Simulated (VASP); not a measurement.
# TePb (Fm-3m) in VASP: notebook

Aim: see how the results for TePb move with the level of theory and the settings. Levels: PBE, PBEsol, revPBE. Tasks: single point.

All numbers are computed with VASP 6.6.1; they aren't measurements. Logs are shortened: lines on timing, memory, paths and dates and some standing lists are left out, and cuts for length are marked.

## Step 1: The cell of the first run

Symmetry: Fm-3m, No. 225, cubic system. The conventional cell has a = 6.454 Å, b = 6.454 Å, c = 6.454 Å, α = 90.00°, β = 90.00°, γ = 90.00°. Within 4.2 Å of Pb (site symmetry m-3m) lie 6 Te at 3.23 Å. Te (site symmetry m-3m) has 6 Pb at 3.23 Å within 4.2 Å.

## Step 2: Single point, PBE

INCAR reads:

```
ALGO     = Normal         # electronic algorithm
EDIFF    = 1E-6           # SCF threshold, eV
ENCUT    = 500            # plane-wave cutoff, eV
GGA      = PE             # functional
GGA_COMPAT= F            
ISIF     = 2              # what is computed and relaxed
ISMEAR   = 0              # smearing method
LASPH    = T              # aspherical terms in the spheres
LCHARG   = F              # write CHGCAR
LREAL    = F              # projectors in reciprocal space
LWAVE    = F              # write WAVECAR
NBANDS   = 17             # bands
NELM     = 120            # most SCF steps
PREC     = Accurate       # precision mode
SIGMA    = 0.05           # smearing width, eV
```

KPOINTS reads:

```
k-points
0
Gamma
  6 6 6
```

POSCAR reads:

```
TePb
1.0
    0.0000000000      3.2270013417      3.2270013417
    3.2270013417      0.0000000000      3.2270013417
    3.2270013417      3.2270013417      0.0000000000
Pb Te
1 1
Direct
    0.5000000000      0.5000000000      0.5000000000
    0.0000000000      0.0000000000      0.0000000000
```

Potentials or basis: VASP PAW PBE potentials, release 64 (Pb_d, Te).

Command:

```console
$ cat potpaw_PBE.64/Pb_d/POTCAR potpaw_PBE.64/Te/POTCAR > POTCAR
$ mpirun -np 1 vasp_std > vasp.out
```

OUTCAR:

```text
EDIFF = 1E-6
   ENCUT = 500
   GGA = PE
   ISIF = 2
   ISMEAR = 0
   LASPH = T
   LREAL = F
   NELM = 120
   PREC = Accurate

 ion  position               nearest neighbor table
   1  0.500  0.500  0.500-   2 3.23   2 3.23   2 3.23   2 3.23   2 3.23   2 3.23
   2  0.000  0.000  0.000-   1 3.23   1 3.23   1 3.23   1 3.23   1 3.23   1 3.23

  LATTYP: Found a face centered cubic cell.
 ALAT       =     6.4540026834

  Lattice vectors:

 A1 = (   0.0000000000,   3.2270013417,   3.2270013417)
 A2 = (   3.2270013417,   0.0000000000,   3.2270013417)
 A3 = (   3.2270013417,   3.2270013417,   0.0000000000)

Analysis of symmetry for initial positions (statically):
=====================================================================
 Subroutine PRICEL returns:
 Original cell was already a primitive cell.

 Routine SETGRP: Setting up the symmetry group for a
 face centered cubic supercell.

 Subroutine GETGRP returns: Found 48 space group operations
 (whereof 48 operations were pure point group operations)
 out of a pool of 48 trial point group operations.

The static configuration has the point symmetry O_h .

Analysis of symmetry for dynamics (positions and initial velocities):
=====================================================================
 Subroutine PRICEL returns:
 Original cell was already a primitive cell.

 Routine SETGRP: Setting up the symmetry group for a
 face centered cubic supercell.

 Subroutine GETGRP returns: Found 48 space group operations
 (whereof 48 operations were pure point group operations)
 out of a pool of 48 trial point group operations.

The dynamic configuration has the point symmetry O_h .

 Subroutine INISYM returns: Found 48 space group operations
 (whereof 48 operations are pure point group operations),
 and found     1 'primitive' translations

----------------------------------------------------------------------------------------

                                     Primitive cell

  volume of cell :      67.2090

  direct lattice vectors                    reciprocal lattice vectors
     0.000000000  3.227001342  3.227001342    -0.154942607  0.154942607  0.154942607
     3.227001342  0.000000000  3.227001342     0.154942607 -0.154942607  0.154942607
     3.227001342  3.227001342  0.000000000     0.154942607  0.154942607 -0.154942607

  length of vectors
     4.563669063  4.563669063  4.563669063     0.268368467  0.268368467  0.268368467

  position of ions in fractional coordinates (direct lattice)
     0.500000000  0.500000000  0.500000000
     0.000000000  0.000000000  0.000000000

  ion indices of the primitive-cell ions
   primitive index   ion index
                 1           1
                 2           2

----------------------------------------------------------------------------------------

 KPOINTS: k-points

Automatic generation of k-mesh.
 Grid dimensions read from file:
 generate k-points for:    6    6    6

 Generating k-lattice:

  Cartesian coordinates                     Fractional coordinates (reciprocal lattice)
    -0.025823768  0.025823768  0.025823768     0.166666667  0.000000000  0.000000000
     0.025823768 -0.025823768  0.025823768     0.000000000  0.166666667  0.000000000
     0.025823768  0.025823768 -0.025823768     0.000000000  0.000000000  0.166666667

  Length of vectors
     0.044728078  0.044728078  0.044728078

  Shift w.r.t. Gamma in fractional coordinates (k-lattice)
     0.000000000  0.000000000  0.000000000

 Subroutine IBZKPT returns following result:
 ===========================================

 Found     16 irreducible k-points:

 Following reciprocal coordinates:
            Coordinates               Weight
  0.000000  0.000000  0.000000      1.000000
  0.166667  0.000000  0.000000      8.000000
  0.333333  0.000000  0.000000      8.000000
  0.500000  0.000000  0.000000      4.000000
  0.166667  0.166667  0.000000      6.000000
  0.333333  0.166667  0.000000     24.000000
[... 8 lines left out ...]
 -0.333333  0.333333  0.166667     24.000000
 -0.333333  0.500000  0.166667     12.000000
   k-points           NKPTS =     16   k-points in BZ     NKDIM =     16   number of bands    NBANDS=     17
   number of dos      NEDOS =    301   number of ions     NIONS =      2
   total plane-waves  NPLWV =  46656
   dimension x,y,z NGX =    36 NGY =   36 NGZ =   36
   dimension x,y,z NGXF=    72 NGYF=   72 NGZF=   72
   ions per type =               1   1
   NGX,Y,Z   is equivalent  to a cutoff of  13.11, 13.11, 13.11 a.u.
   NGXF,Y,Z  is equivalent  to a cutoff of  26.23, 26.23, 26.23 a.u.
 SYSTEM =  unknown system
   PREC   = accura    normal or accurate (medium, high low for compatibility)
   ISTART =      0    job   : 0-new  1-cont  2-samecut
   ICHARG =      2    charge: 1-file 2-atom 10-const
   ISPIN  =      1    spin polarized calculation?
   LNONCOLLINEAR =      F non collinear calculations
   LSORBIT =      F    spin-orbit coupling
   LASPH  =      T    aspherical Exc in radial PAW
   ENCUT  =  500.0 eV  36.75 Ry    6.06 a.u.   8.32  8.32  8.32*2*pi/ulx,y,z
   NELM   =    120;   NELMIN=  2; NELMDL= -5     # of ELM steps
   EDIFF  = 0.1E-05   stopping-criterion for ELM
   LREAL  =      F    real-space projection
   EDIFFG = 0.1E-04   stopping-criterion for IOM
   NSW    =      0    number of steps for IOM
   IBRION =     -1    ionic relax: 0-MD 1-quasi-New 2-CG
   NFREE  =      0    steps in history (QN), initial steepest desc. (CG)
   ISIF   =      2    stress and relaxation
   ISYM   =      2    0-nonsym 1-usesym 2-fastsym
   POTIM  = 0.5000    time-step for ionic-motion
   TEBEG  =    0.0;   TEEND  =   0.0 temperature during run
   PSTRESS=    0.0 pullay stress
   NELECT =      20.0000    total number of electrons
   NUPDOWN=      -1.0000    fix difference up-down
   EMIN   =  10.00;   EMAX   =-10.00  energy-range for DOS
   EFERMI =   0.00;   METHOD = LEGACY
   ISMEAR =     0;   SIGMA  =   0.05  broadening in eV -4-tet -1-fermi 0-gaus
   EFERMI_NEDOS =   21; number of points for ismear=-14 and -15
   IALGO  =     38    algorithm
   IMIX   =      4    mixing-type and parameters
     AMIX     =   0.40;   BMIX     =  1.00
     AMIX_MAG =   1.60;   BMIX_MAG =  1.00
  volume/ion in A,a.u.               =      33.60       226.77
  Fermi-wavevector in a.u.,A,eV,Ry     =   1.092972  2.065418 16.253352  1.194588
  Thomas-Fermi vector in A             =   2.229248
   LORBIT       =      0    0 simple, 1 ext, 2 COOP (PROOUT), +10 PAW based schemes
   GGA     = PE    functional components
   LHFCALC =     F    Hartree Fock is set to
   AEXX    =    0.0000 exact exchange contribution
   IVDW    =     0    specifies the selected vdW correction
   LEPSILON=     F    determine dielectric tensor
   LRPA    =     F    only Hartree local field effects (RPA)
 non-spin polarized calculation
 Gauss-broadening in eV      SIGMA  =   0.05
  energy-cutoff  :      500.00
  volume of cell :       67.21
 maximum number of plane-waves:      1724
 NGX is ok and might be reduce to    36
   NGX = 17   NGY = 17   NGZ = 17

 number of electron      20.0000002 magnetization

 Free energy of the ion-electron system (eV)
  ---------------------------------------------------
  ext. energy  EPLUGINS =         0.00000000
  ---------------------------------------------------
  free energy    TOTEN  =        -7.49865316 eV

  energy without entropy =       -7.49865316  energy(sigma->0) =       -7.49865316

 E-fermi :   5.9773     XC(G=0):  -9.3176

 val. band max:        5.6745286009   @ k =   0.5000   0.0000   0.0000
 cond. band min:       6.4015783607   @ k =   0.5000   0.0000   0.0000
 fundamental gap:      0.7270497598
 Fermi energy:         5.9773335284

 k-point     1 :       0.0000    0.0000    0.0000
  band No.  band energies     occupation
      1     -11.0557      2.00000
      2     -11.0557      2.00000
      3     -11.0462      2.00000
      4     -11.0462      2.00000
      5     -11.0462      2.00000
      6      -6.3771      2.00000
[... 9 lines left out ...]
     16      11.4599      0.00000
     17      13.0232      0.00000

 k-point     2 :       0.1667    0.0000    0.0000
  band No.  band energies     occupation
      1     -11.0591      2.00000
      2     -11.0591      2.00000
      3     -11.0455      2.00000
      4     -11.0423      2.00000
      5     -11.0423      2.00000
      6      -6.1394      2.00000
[... 9 lines left out ...]
     16      11.9684      0.00000
     17      14.6784      0.00000

 k-point     3 :       0.3333    0.0000    0.0000
  band No.  band energies     occupation
      1     -11.0669      2.00000
      2     -11.0669      2.00000
      3     -11.0443      2.00000
      4     -11.0332      2.00000
      5     -11.0332      2.00000
      6      -5.4899      2.00000
[... 9 lines left out ...]
     16      13.3293      0.00000
     17      16.7038      0.00000

 k-point     4 :       0.5000    0.0000    0.0000
  band No.  band energies     occupation
      1     -11.0709      2.00000
      2     -11.0709      2.00000
      3     -11.0439      2.00000
      4     -11.0286      2.00000
      5     -11.0286      2.00000
      6      -4.9322      2.00000
[... 9 lines left out ...]
     16      14.9124      0.00000
     17      14.9262      0.00000
[... 183 lines left out ...]
      1     -11.0895      2.00000
      2     -11.0576      2.00000
      3     -11.0460      2.00000
      4     -11.0306      2.00000
      5     -11.0271      2.00000
      6      -5.0175      2.00000
[... 9 lines left out ...]
     16      14.7340      0.00000
     17      15.2337      0.00000

 k-point    15 :      -0.3333    0.3333    0.1667
  band No.  band energies     occupation
      1     -11.0928      2.00000
      2     -11.0605      2.00000
      3     -11.0389      2.00000
      4     -11.0365      2.00000
      5     -11.0233      2.00000
      6      -4.6330      2.00000
[... 9 lines left out ...]
     16      15.9346      0.00000
     17      16.1198      0.00000

 k-point    16 :      -0.3333    0.5000    0.1667
  band No.  band energies     occupation
      1     -11.1060      2.00000
      2     -11.0533      2.00000
      3     -11.0476      2.00000
      4     -11.0294      2.00000
      5     -11.0198      2.00000
      6      -4.5656      2.00000
[... 9 lines left out ...]
     16      16.4021      0.00000
     17      17.2381      0.00000

------------------------ aborting loop because EDIFF is reached ----------------------------------------

  FORCE on cell =-STRESS in cart. coord.  units (eV):
  Direction    XX          YY          ZZ          XY          YZ          ZX
  --------------------------------------------------------------------------------------
  -------------------------------------------------------------------------------------
  Total        0.9504801      0.9504801      0.9504801      0.0000000     -0.0000000      0.0000000
  in kB       22.6582409     22.6582409     22.6582409      0.0000000     -0.0000000      0.0000000
  external PRESSURE =      22.6582409 kB  Pullay stress =       0.0000000 kB

 VOLUME and BASIS-vectors are now :
 -----------------------------------------------------------------------------
  energy-cutoff  :      500.00
  volume of cell :       67.21
      direct lattice vectors                 reciprocal lattice vectors
     0.000000000  3.227001342  3.227001342    -0.154942607  0.154942607  0.154942607
     3.227001342  0.000000000  3.227001342     0.154942607 -0.154942607  0.154942607
     3.227001342  3.227001342  0.000000000     0.154942607  0.154942607 -0.154942607

 POSITION                                       TOTAL-FORCE (eV/Angst)
 -----------------------------------------------------------------------------------
      3.22700      3.22700      3.22700        -0.000000     -0.000000     -0.000000
      0.00000      0.00000      0.00000         0.000000      0.000000      0.000000
 -----------------------------------------------------------------------------------
    total drift:                                0.000000      0.000000      0.000000

  FREE ENERGIE OF THE ION-ELECTRON SYSTEM (eV)
  ---------------------------------------------------
  free  energy   TOTEN  =        -7.4986531626 eV

  energy  without entropy=       -7.4986531626  energy(sigma->0) =       -7.49865316
```

Wall time 21 s (1 thread of Intel Xeon 6975P-C, shared host); peak memory 0.2 GiB.

What came out:

- Free energy: -7.4987 eV
- Pressure: 2.3 GPa
- Band gap on the k mesh: 0.73 eV, direct

Levels at points of the mesh, in eV from the valence-band top:
```tsv
k point	band 7	band 8	band 9	band 10	band 11	band 12	band 13	band 14
(0.00, 0.00, 0.00)	-5.59	-1.36	-1.36	-1.36	4.08	4.08	4.08	5.79
(0.50, 0.00, 0.00)	-8.61	-0.90	-0.90	0.00	0.73	1.26	1.26	8.39
(0.50, 0.50, 0.00)	-7.30	-4.53	-2.82	-2.82	3.27	5.49	5.49	6.73
```

Caveat: spin-orbit coupling is left out, which moves the levels of the heavy elements. A k mesh can miss the band edges.

(Continued in part 2 of 3.)
